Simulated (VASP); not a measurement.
Set up this calculation in VASP 6.6.1, as the native input.

```
Task                   : single point
Functional             : PBE
Potentials or basis    : VASP PAW PBE potentials, release 64 (Co, O)
Cutoff                 : 520 eV
k mesh                 : 13 × 13 × 13
Occupations            : fermi-dirac, width 0.1 eV
Spin                   : collinear spin, ferromagnetic start
Starting moments       : [3.2, 0.0] μB
Hubbard terms          : Co d U = 5.0 eV
Dipole correction      : no
Further INCAR settings : ALGO = Normal; EDIFF = 1e-06; NBANDS = 18
```

The structure of CoO lies in POSCAR:

```
CoO
1.0
    2.9958570000      0.0000000000      0.0000000000
    1.4828088117      2.6031590793      0.0000000000
    1.4828088117      0.8618609611      2.4563454309
Co O
1 1
Direct
    0.0000000000      0.0000000000      0.0000000000
    0.5000000000      0.5000000000      0.5000000000
```

The input as run:

INCAR

```
SYSTEM = CoO
PREC = Accurate
ENCUT = 520
EDIFF = 1E-6
ISMEAR = -1
SIGMA = 0.1
LREAL = .FALSE.
LASPH = .TRUE.
NELM = 150
ALGO = Normal
ISIF = 2
LWAVE = .FALSE.
LCHARG = .FALSE.
ISPIN = 2
MAGMOM = 3.2 0
LORBIT = 11
LMAXMIX = 4
LDAU = .TRUE.
LDAUTYPE = 2
LDAUL = 2 -1
LDAUU = 5 0
LDAUJ = 0 0
LDAUPRINT = 1
GGA = PE
NBANDS = 18
```

KPOINTS

```
Automatic mesh
0
G
  13 13 13
  0 0 0
```

Potentials or basis: VASP PAW PBE potentials, release 64 (Co, O).

Command:

```bash
$ cat potpaw_PBE.64/Co/POTCAR potpaw_PBE.64/O/POTCAR > POTCAR
$ mpirun -np 1 vasp_std > vasp.out
```

It gave:

| Item | Value |
| --- | --- |
| Pressure | 1.7 GPa |
| Band gap on the k mesh | zero (filled and empty bands overlap) |
| Net moment | 3.00 μB per cell |
| Site moments | Co +2.78; O +0.22 μB |
| Valence electrons inside the program's atomic spheres | Co 7.83; O 5.01 |

Caveat: a cell with one magnetic atom can't hold antiferromagnetic order, which such compounds often take.

Wall time 86 s on 1 thread of Intel(R) Xeon(R) Platinum 8559C (Emerald Rapids), with other jobs on the host, peak memory 0.24 GiB.
